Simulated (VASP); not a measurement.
A run of VASP 6.6.1 is set up as follows.

Contents of INCAR:

```
SYSTEM = ZnSe
  PREC = Accurate
  ENCUT = 520
  EDIFF = 1E-6
  ISMEAR = 0
  SIGMA = 0.1
  LREAL = .FALSE.
  LASPH = .TRUE.
  NELM = 100
  ALGO = Normal
  ISIF = 2
  LWAVE = .FALSE.
  LCHARG = .FALSE.
  GGA = PE
  NBANDS = 16
```

Contents of KPOINTS:

```
Automatic mesh
0
G
  6 6 6
  0 0 0
```

POSCAR

```
ZnSe
1.0
   -2.0305629683      2.0305629683      2.8558816969
    2.0305629683     -2.0305629683      2.8558816969
    2.0305629683      2.0305629683     -2.8558816969
Zn Se
1 1
Direct
    0.2500000000      0.7500000000      0.5000000000
    0.5000000000      0.5000000000      0.0000000000
```

Potentials or basis: VASP PAW PBE potentials, release 64 (Zn, Se).

The run is started by

```sh
$ cat potpaw_PBE.64/Zn/POTCAR potpaw_PBE.64/Se/POTCAR > POTCAR
$ mpirun -np 1 vasp_std > vasp.out
```

Question: Predict the band gap on the k mesh.

Answer: 1.14 eV, direct.

Question: What does it give for the pressure?

Answer: 0.2 GPa.

Stress tensor (GPa, compression positive):
```
0.17 0.00 0.00
0.00 0.17 0.00
0.00 0.00 0.36
```

Expect the measured gap to be larger: semilocal functionals such as PBE lack the derivative discontinuity.
